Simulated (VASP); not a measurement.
# MgO (P6_3/mmc) in VASP: further runs

Runs on MgO. Level: PBE. Tasks: single point.

Program: VASP 6.6.1. These are calculated values, not measurements. Logs are shortened: lines on timing, memory, paths and dates and some standing lists are left out, and cuts for length are marked.

**1. The cell of the first run**

It takes space group P6_3/mmc (No. 194, hexagonal). The conventional cell has a = 3.484 Å, b = 3.484 Å, c = 4.185 Å, α = 90.00°, β = 90.00°, γ = 120.00°. Within 2.7 Å of Mg (site symmetry -6m2) lie 5 O at 2.01 to 2.09 Å. O (site symmetry -6m2) has 5 Mg at 2.01 to 2.09 Å within 2.7 Å.

**2. Single point, PBE**

Contents of INCAR:

```
SYSTEM = MgO
PREC = Accurate
ENCUT = 520
EDIFF = 1E-6
ISMEAR = 0
SIGMA = 0.01
LREAL = .FALSE.
LASPH = .TRUE.
NELM = 60
ALGO = Normal
ISIF = 2
LWAVE = .FALSE.
LCHARG = .FALSE.
GGA = PE
NBANDS = 16
```

Contents of KPOINTS:

```
Automatic mesh
0
G
  5 5 5
  0 0 0
```

Contents of POSCAR:

```
MgO
1.0
    3.4840197850      0.0000000000      0.0000000000
   -1.7420098925      3.0172496411      0.0000000000
    0.0000000000      0.0000000000      4.1853204440
Mg O
2 2
Direct
    0.3333333333      0.6666666667      0.2500000000
    0.6666666667      0.3333333333      0.7500000000
    0.6666666667      0.3333333333      0.2500000000
    0.3333333333      0.6666666667      0.7500000000
```

Potentials or basis: VASP PAW PBE potentials, release 64 (Mg, O).

Run with:

```
$ cat potpaw_PBE.64/Mg/POTCAR potpaw_PBE.64/O/POTCAR > POTCAR
$ mpirun -np 1 vasp_std > vasp.out
```

OUTCAR:

```text
SYSTEM = MgO
   PREC = Accurate
   ENCUT = 520
   EDIFF = 1E-6
   ISMEAR = 0
   LREAL = .FALSE.
   LASPH = .TRUE.
   NELM = 60
   ISIF = 2
   GGA = PE

 ion  position               nearest neighbor table
   1  0.333  0.667  0.250-   3 2.01   3 2.01   3 2.01   4 2.09   4 2.09   2 2.90   2 2.90   2 2.90
                             2 2.90   2 2.90   2 2.90
   2  0.667  0.333  0.750-   4 2.01   4 2.01   4 2.01   3 2.09   3 2.09   1 2.90   1 2.90   1 2.90
                             1 2.90   1 2.90   1 2.90
   3  0.667  0.333  0.250-   1 2.01   1 2.01   1 2.01   2 2.09   2 2.09
   4  0.333  0.667  0.750-   2 2.01   2 2.01   2 2.01   1 2.09   1 2.09

  LATTYP: Found a hexagonal cell.
 ALAT       =     3.4840197850
 C/A-ratio  =     1.2012906649

  Lattice vectors:

 A1 = (   3.4840197850,   0.0000000000,   0.0000000000)
 A2 = (  -1.7420098925,   3.0172496411,   0.0000000000)
 A3 = (   0.0000000000,   0.0000000000,   4.1853204440)

Analysis of symmetry for initial positions (statically):
=====================================================================
 Subroutine PRICEL returns:
 Original cell was already a primitive cell.

 Routine SETGRP: Setting up the symmetry group for a
 hexagonal supercell.

 Subroutine GETGRP returns: Found 24 space group operations
 (whereof 12 operations were pure point group operations)
 out of a pool of 24 trial point group operations.

The static configuration has the point symmetry D_3d.
 The point group associated with its full space group is D_6h.

Analysis of symmetry for dynamics (positions and initial velocities):
=====================================================================
 Subroutine PRICEL returns:
 Original cell was already a primitive cell.

 Routine SETGRP: Setting up the symmetry group for a
 hexagonal supercell.

 Subroutine GETGRP returns: Found 24 space group operations
 (whereof 12 operations were pure point group operations)
 out of a pool of 24 trial point group operations.

The dynamic configuration has the point symmetry D_3d.
 The point group associated with its full space group is D_6h.

 Subroutine INISYM returns: Found 24 space group operations
 (whereof 12 operations are pure point group operations),
 and found     1 'primitive' translations

----------------------------------------------------------------------------------------

                                     Primitive cell

  volume of cell :      43.9967

  direct lattice vectors                    reciprocal lattice vectors
     3.484019785  0.000000000  0.000000000     0.287024776  0.165713832  0.000000000
    -1.742009893  3.017249641  0.000000000     0.000000000  0.331427664  0.000000000
     0.000000000  0.000000000  4.185320444     0.000000000  0.000000000  0.238930331

  length of vectors
     3.484019785  3.484019785  4.185320444     0.331427664  0.331427664  0.238930331

  position of ions in fractional coordinates (direct lattice)
     0.333333333  0.666666667  0.250000000
     0.666666667  0.333333333  0.750000000
     0.666666667  0.333333333  0.250000000
     0.333333333  0.666666667  0.750000000

  ion indices of the primitive-cell ions
   primitive index   ion index
                 1           1
                 2           2
                 3           3
                 4           4

----------------------------------------------------------------------------------------

 KPOINTS: Automatic mesh

Automatic generation of k-mesh.
 Grid dimensions read from file:
 generate k-points for:    5    5    5

 Generating k-lattice:

  Cartesian coordinates                     Fractional coordinates (reciprocal lattice)
     0.057404955  0.033142766  0.000000000     0.200000000  0.000000000  0.000000000
     0.000000000  0.066285533  0.000000000     0.000000000  0.200000000  0.000000000
     0.000000000  0.000000000  0.047786066     0.000000000  0.000000000  0.200000000

  Length of vectors
     0.066285533  0.066285533  0.047786066

  Shift w.r.t. Gamma in fractional coordinates (k-lattice)
     0.000000000  0.000000000  0.000000000

 Subroutine IBZKPT returns following result:
 ===========================================

 Found     15 irreducible k-points:

 Following reciprocal coordinates:
            Coordinates               Weight
  0.000000  0.000000  0.000000      1.000000
  0.200000 -0.000000  0.000000      6.000000
  0.400000 -0.000000  0.000000      6.000000
  0.200000  0.200000  0.000000      6.000000
  0.400000  0.200000  0.000000      6.000000
  0.000000  0.000000  0.200000      2.000000
  0.200000 -0.000000  0.200000     12.000000
  0.400000 -0.000000  0.200000     12.000000
  0.200000  0.200000  0.200000     12.000000
  0.400000  0.200000  0.200000     12.000000
  0.000000  0.000000  0.400000      2.000000
  0.200000 -0.000000  0.400000     12.000000
  0.400000 -0.000000  0.400000     12.000000
  0.200000  0.200000  0.400000     12.000000
  0.400000  0.200000  0.400000     12.000000
   k-points           NKPTS =     15   k-points in BZ     NKDIM =     15   number of bands    NBANDS=     16
   number of dos      NEDOS =    301   number of ions     NIONS =      4
   total plane-waves  NPLWV =  25088
   dimension x,y,z NGX =    28 NGY =   28 NGZ =   32
   dimension x,y,z NGXF=    56 NGYF=   56 NGZF=   64
   ions per type =               2   2
   NGX,Y,Z   is equivalent  to a cutoff of  13.36, 13.36, 12.71 a.u.
   NGXF,Y,Z  is equivalent  to a cutoff of  26.72, 26.72, 25.42 a.u.
 SYSTEM =  MgO
   PREC   = accura    normal or accurate (medium, high low for compatibility)
   ISTART =      0    job   : 0-new  1-cont  2-samecut
   ICHARG =      2    charge: 1-file 2-atom 10-const
   ISPIN  =      1    spin polarized calculation?
   LNONCOLLINEAR =      F non collinear calculations
   LSORBIT =      F    spin-orbit coupling
   LASPH  =      T    aspherical Exc in radial PAW
   ENCUT  =  520.0 eV  38.22 Ry    6.18 a.u.   6.48  6.48  7.78*2*pi/ulx,y,z
   NELM   =     60;   NELMIN=  2; NELMDL= -5     # of ELM steps
   EDIFF  = 0.1E-05   stopping-criterion for ELM
   LREAL  =      F    real-space projection
[... 7 lines left out ...]
   TEBEG  =    0.0;   TEEND  =   0.0 temperature during run
   PSTRESS=    0.0 pullay stress
   NELECT =      16.0000    total number of electrons
   NUPDOWN=      -1.0000    fix difference up-down
   EMIN   =  10.00;   EMAX   =-10.00  energy-range for DOS
   EFERMI =   0.00;   METHOD = LEGACY
   ISMEAR =     0;   SIGMA  =   0.01  broadening in eV -4-tet -1-fermi 0-gaus
   EFERMI_NEDOS =   21; number of points for ismear=-14 and -15
   IALGO  =     38    algorithm
   IMIX   =      4    mixing-type and parameters
     AMIX     =   0.40;   BMIX     =  1.00
     AMIX_MAG =   1.60;   BMIX_MAG =  1.00
  volume/ion in A,a.u.               =      11.00        74.23
  Fermi-wavevector in a.u.,A,eV,Ry     =   1.168534  2.208209 18.578366  1.365471
  Thomas-Fermi vector in A             =   2.305019
   LORBIT       =      0    0 simple, 1 ext, 2 COOP (PROOUT), +10 PAW based schemes
   GGA     = PE    functional components
   LHFCALC =     F    Hartree Fock is set to
   AEXX    =    0.0000 exact exchange contribution
   IVDW    =     0    specifies the selected vdW correction
   LEPSILON=     F    determine dielectric tensor
   LRPA    =     F    only Hartree local field effects (RPA)
 non-spin polarized calculation
 Gauss-broadening in eV      SIGMA  =   0.01
  energy-cutoff  :      520.00
  volume of cell :       44.00
 maximum number of plane-waves:      1204
 NGX is ok and might be reduce to    28
   NGX = 13   NGY = 13   NGZ = 15

 number of electron      15.9999998 magnetization

 Free energy of the ion-electron system (eV)
  ---------------------------------------------------
  ext. energy  EPLUGINS =         0.00000000
  ---------------------------------------------------
  free energy    TOTEN  =       -23.65774390 eV

  energy without entropy =      -23.65774390  energy(sigma->0) =      -23.65774390

 E-fermi :   2.1298     XC(G=0): -10.0730

 val. band max:        2.0087031996   @ k =   0.0000   0.0000   0.0000
 cond. band min:       5.4427840541   @ k =   0.0000   0.0000   0.0000
 fundamental gap:      3.4340808545
 Fermi energy:         2.1298087113

 k-point     1 :       0.0000    0.0000    0.0000
  band No.  band energies     occupation
      1     -14.9310      2.00000
      2     -13.5357      2.00000
      3      -1.6406      2.00000
      4       0.2727      2.00000
      5       0.2727      2.00000
      6       1.1986      2.00000
[... 8 lines left out ...]
     15      17.6356      0.00000
     16      17.6839      0.00000

 k-point     2 :       0.2000   -0.0000    0.0000
  band No.  band energies     occupation
      1     -14.7430      2.00000
      2     -13.5733      2.00000
      3      -1.3350      2.00000
      4      -0.3621      2.00000
      5       0.0178      2.00000
      6       0.5430      2.00000
[... 8 lines left out ...]
     15      16.3254      0.00000
     16      16.7277      0.00000

 k-point     3 :       0.4000   -0.0000    0.0000
  band No.  band energies     occupation
      1     -14.3385      2.00000
      2     -13.7274      2.00000
      3      -1.3999      2.00000
      4      -0.5911      2.00000
      5      -0.2887      2.00000
      6       0.0928      2.00000
[... 8 lines left out ...]
     15      16.4900      0.00000
     16      16.7331      0.00000

 k-point     4 :       0.2000    0.2000    0.0000
  band No.  band energies     occupation
      1     -14.4376      2.00000
      2     -13.6768      2.00000
      3      -1.1110      2.00000
      4      -0.7911      2.00000
      5      -0.4297      2.00000
      6       0.3609      2.00000
[... 8 lines left out ...]
     15      16.4077      0.00000
     16      16.7552      0.00000

 k-point     5 :       0.4000    0.2000    0.0000
  band No.  band energies     occupation
      1     -14.1322      2.00000
      2     -13.8545      2.00000
      3      -1.5870      2.00000
      4      -0.3396      2.00000
      5      -0.1547      2.00000
      6      -0.0014      2.00000
[... 8 lines left out ...]
     15      16.5162      0.00000
     16      16.8539      0.00000

 k-point     6 :       0.0000    0.0000    0.2000
  band No.  band energies     occupation
      1     -14.8004      2.00000
      2     -13.6698      2.00000
      3      -1.4570      2.00000
      4       0.3546      2.00000
      5       0.3546      2.00000
      6       1.1038      2.00000
[... 8 lines left out ...]
     15      16.7193      0.00000
     16      18.4466      0.00000

 k-point     7 :       0.2000   -0.0000    0.2000
  band No.  band energies     occupation
      1     -14.6268      2.00000
      2     -13.6772      2.00000
      3      -1.4043      2.00000
      4      -0.2178      2.00000
      5       0.1278      2.00000
      6       0.3097      2.00000
[... 8 lines left out ...]
     15      16.4610      0.00000
     16      17.2303      0.00000

 k-point     8 :       0.4000   -0.0000    0.2000
  band No.  band energies     occupation
      1     -14.2629      2.00000
      2     -13.7651      2.00000
      3      -1.7102      2.00000
      4      -0.7680      2.00000
      5      -0.1510      2.00000
      6       0.1022      2.00000
[... 8 lines left out ...]
     15      16.4254      0.00000
     16      16.4658      0.00000

 k-point     9 :       0.2000    0.2000    0.2000
  band No.  band energies     occupation
      1     -14.3506      2.00000
      2     -13.7313      2.00000
      3      -1.3267      2.00000
      4      -1.0982      2.00000
      5      -0.0687      2.00000
      6       0.2851      2.00000
[... 8 lines left out ...]
     15      16.4774      0.00000
     16      17.7089      0.00000

 k-point    10 :       0.4000    0.2000    0.2000
  band No.  band energies     occupation
      1     -14.0840      2.00000
      2     -13.8576      2.00000
      3      -1.6010      2.00000
      4      -0.8060      2.00000
      5      -0.7935      2.00000
      6       0.6190      2.00000
[... 8 lines left out ...]
     15      16.3077      0.00000
     16      17.7845      0.00000

 k-point    11 :       0.0000    0.0000    0.4000
  band No.  band energies     occupation
      1     -14.4540      2.00000
      2     -14.0210      2.00000
      3      -0.8698      2.00000
      4       0.1234      2.00000
      5       0.5755      2.00000
      6       0.5755      2.00000
[... 8 lines left out ...]
     15      16.7751      0.00000
     16      18.6367      0.00000

 k-point    12 :       0.2000   -0.0000    0.4000
  band No.  band energies     occupation
      1     -14.3248      2.00000
      2     -13.9602      2.00000
      3      -1.2705      2.00000
      4      -0.7500      2.00000
      5       0.4299      2.00000
      6       0.7092      2.00000
[... 8 lines left out ...]
     15      16.9183      0.00000
     16      17.7478      0.00000

 k-point    13 :       0.4000   -0.0000    0.4000
  band No.  band energies     occupation
      1     -14.0794      2.00000
      2     -13.8872      2.00000
      3      -1.8731      2.00000
      4      -1.5245      2.00000
      5       0.2332      2.00000
      6       0.7655      2.00000
[... 8 lines left out ...]
     15      16.2344      0.00000
     16      17.1319      0.00000

 k-point    14 :       0.2000    0.2000    0.4000
  band No.  band energies     occupation
      1     -14.1340      2.00000
      2     -13.8952      2.00000
      3      -1.5896      2.00000
      4      -1.3735      2.00000
      5      -0.0622      2.00000
      6       0.4751      2.00000
[... 8 lines left out ...]
     15      17.3414      0.00000
     16      18.4565      0.00000

 k-point    15 :       0.4000    0.2000    0.4000
  band No.  band energies     occupation
      1     -13.9777      2.00000
      2     -13.8901      2.00000
      3      -1.7467      2.00000
      4      -1.5210      2.00000
      5      -0.5212      2.00000
      6       0.1868      2.00000
[... 8 lines left out ...]
     15      17.9749      0.00000
     16      18.4886      0.00000

------------------------ aborting loop because EDIFF is reached ----------------------------------------

  FORCE on cell =-STRESS in cart. coord.  units (eV):
  Direction    XX          YY          ZZ          XY          YZ          ZX
  --------------------------------------------------------------------------------------
  -------------------------------------------------------------------------------------
  Total        1.0507821      1.0507821      1.1791248      0.0000000      0.0000000      0.0000000
  in kB       38.2650841     38.2650841     42.9387897      0.0000000      0.0000000      0.0000000
  external PRESSURE =      39.8229860 kB  Pullay stress =       0.0000000 kB

 VOLUME and BASIS-vectors are now :
 -----------------------------------------------------------------------------
  energy-cutoff  :      520.00
  volume of cell :       44.00
      direct lattice vectors                 reciprocal lattice vectors
     3.484019785  0.000000000  0.000000000     0.287024776  0.165713832  0.000000000
    -1.742009893  3.017249641  0.000000000     0.000000000  0.331427664  0.000000000
     0.000000000  0.000000000  4.185320444     0.000000000  0.000000000  0.238930331

 POSITION                                       TOTAL-FORCE (eV/Angst)
 -----------------------------------------------------------------------------------
     -0.00000      2.01150      1.04633         0.000000     -0.000000      0.000000
      1.74201      1.00575      3.13899        -0.000000      0.000000      0.000000
      1.74201      1.00575      1.04633         0.000000      0.000000      0.000000
     -0.00000      2.01150      3.13899         0.000000     -0.000000      0.000000
 -----------------------------------------------------------------------------------
    total drift:                                0.000000     -0.000000      0.000000

  FREE ENERGIE OF THE ION-ELECTRON SYSTEM (eV)
  ---------------------------------------------------
  free  energy   TOTEN  =       -23.6577438952 eV

  energy  without entropy=      -23.6577438952  energy(sigma->0) =      -23.65774390
```

Wall time 17 s (1 thread of AMD EPYC 7R13 (Zen 3), shared host); peak memory 0.13 GiB.

Results:

```yaml
Free_energy: -23.6577 eV
Pressure: 4.0 GPa
Band_gap_on_the_k_mesh: 3.43 eV, direct
```

(Continued in part 2 of 2.)
